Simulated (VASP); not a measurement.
Input of a VASP 6.6.1 run:

The input INCAR:

```
SYSTEM = Ga4P4H
ALGO = Normal
EDIFF = 1E-6
EDIFFG = -0.025
ENCUT = 520
GGA = PE
IBRION = 2
ISIF = 2
ISMEAR = 0
ISPIN = 2
LASPH = .TRUE.
LCHARG = .FALSE.
LORBIT = 11
LREAL = .FALSE.
LWAVE = .FALSE.
MAGMOM = 0.125 0.125 0 0.125 0.125 0.125 0.125 0.125 0.125
NELM = 150
NSW = 65
PREC = Accurate
SIGMA = 0.01
```

KPOINTS

```
k-points
0
G
  3 3 3
  0 0 0
```

Contents of POSCAR:

```
Ga4P4H
1.0
    0.0000000000     -5.5051169748      0.0000000000
    0.0000000000      0.0000000000      5.5051169748
   -5.5051169748      0.0000000000      0.0000000000
Ga P H
4 4 1
Direct
    0.0000000000      0.5000000000      0.5000000000
    0.5000000000      0.5000000000      1.0000000000
    0.0000000000      0.0000000000      0.0000000000
    0.5000000000      0.0000000000      0.5000000000
    0.2500000000      0.2500000000      0.2500000000
    0.7500000000      0.2500000000      0.7500000000
    0.2500000000      0.7500000000      0.7500000000
    0.7500000000      0.7500000000      0.2500000000
    0.5000000000      0.5000000000      0.5000000000
```

Potentials or basis: VASP PAW PBE potentials, release 64 (Ga_d, P, H).

Command:

```console
$ cat potpaw_PBE.64/Ga_d/POTCAR potpaw_PBE.64/P/POTCAR potpaw_PBE.64/H/POTCAR > POTCAR
$ mpirun -np 1 vasp_std > vasp.out
```

Question: Estimate the net moment.

Answer: 0.11 μB per cell.

Question: Predict the site moments.

Answer: Ga +0.00, +0.01; P +0.00; H +0.03 μB.

Forces in eV/Å, atoms in the order of the input:
```
Ga   0.000  0.000  0.000
Ga   0.000  0.000  0.000
Ga   0.000  0.000  0.000
Ga   0.000  0.000  0.000
P   -0.001 -0.001  0.001
P    0.001  0.001  0.001
P    0.001 -0.001 -0.001
P   -0.001  0.001 -0.001
H    0.000  0.000  0.000
```

Caveat: the k points lie up to 0.38 Å⁻¹ apart.
